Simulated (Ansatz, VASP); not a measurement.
**CdI2: VASP beside Ansatz**

The input INCAR:

```
SYSTEM = CdI2
  ALGO = Normal
  EDIFF = 1E-6
  ENCUT = 500
  GGA = PE
  GGA_COMPAT = .False.
  ISIF = 2
  ISMEAR = 0
  IVDW = 12
  LASPH = .True.
  LCHARG = .False.
  LREAL = .False.
  LWAVE = .False.
  NBANDS = 20
  NELM = 120
  PREC = Accurate
  SIGMA = 0.05
```

Contents of KPOINTS:

```
k-points
0
Gamma
  9 9 4
  0 0 0
```

Contents of POSCAR:

```
CdI2
1.0
    4.2439992147      0.0000000000      0.0000000000
   -2.1219996073      3.6754111336      0.0000000000
    0.0000000000      0.0000000000      6.6875250000
Cd I
1 2
Direct
    0.0000000000      0.0000000000      0.0000000000
    0.3333333333      0.6666666667      0.2492000000
    0.6666666667      0.3333333333      0.7508000000
```

Input for Ansatz:

```yaml
crystal:
  lattice:
    - [4.2439992147, 0.0, 0.0]
    - [-2.1219996073, 3.6754111336, 0.0]
    - [0.0, 0.0, 6.687525]
  atoms:
    - { symbol: Cd, position: [0.0, 0.0, 0.0] }
    - { symbol: I, position: [0.3333333333, 0.6666666667, 0.2492] }
    - { symbol: I, position: [0.6666666667, 0.3333333333, 0.7508] }
basis:
  ecutwfc: 420
kpoints:
  mp_grid: { grid: [9, 9, 4] }
hamiltonian:
  xc: pbe
  dispersion: d3bj
scf:
  occupations: { method: gaussian, width: 0.05 }
output:
  forces: true
  stress: true
  eigenvalues: true
```

Change from the starting cell: strain +0.000 along x and y, -0.025 along z, atoms carried along.

Alike in both runs: task single point; functional PBE; dispersion D3(BJ); k mesh 9 × 9 × 4; occupations gaussian, width 0.05 eV; no spin polarisation.

```csv
,VASP,Ansatz
version,VASP 6.6.1,Ansatz 0.2.0
potentials or method,"VASP PAW PBE potentials, release 64 (Cd, I), cutoff 500 eV","scalar-relativistic, plane waves, PAW"
valence electrons in the cell,26,54
```

|  | VASP | Ansatz | Ansatz less VASP |
| --- | --- | --- | --- |
| gap on the k mesh at the Fermi level (eV) | 2.45 | 2.46 | +0.012 |
| least direct gap on the mesh (eV) | 2.55 | 2.57 | +0.021 |
| pressure (GPa) | 1.3 | 1.2 | -0.14 |
| traceless stress, the component that is largest in VASP (GPa) | 0.46 | 0.48 | +0.016 |
| rms of the force components (eV/Å) | 0.161 | 0.151 | -0.0107 |

Atom by atom the forces differ by 0.011 eV/Å (rms over components). VASP's potentials hold 26 valence electrons a cell and Ansatz's 54, so a difference there can come from the potentials and not from the codes.

Spin-orbit coupling is off throughout.
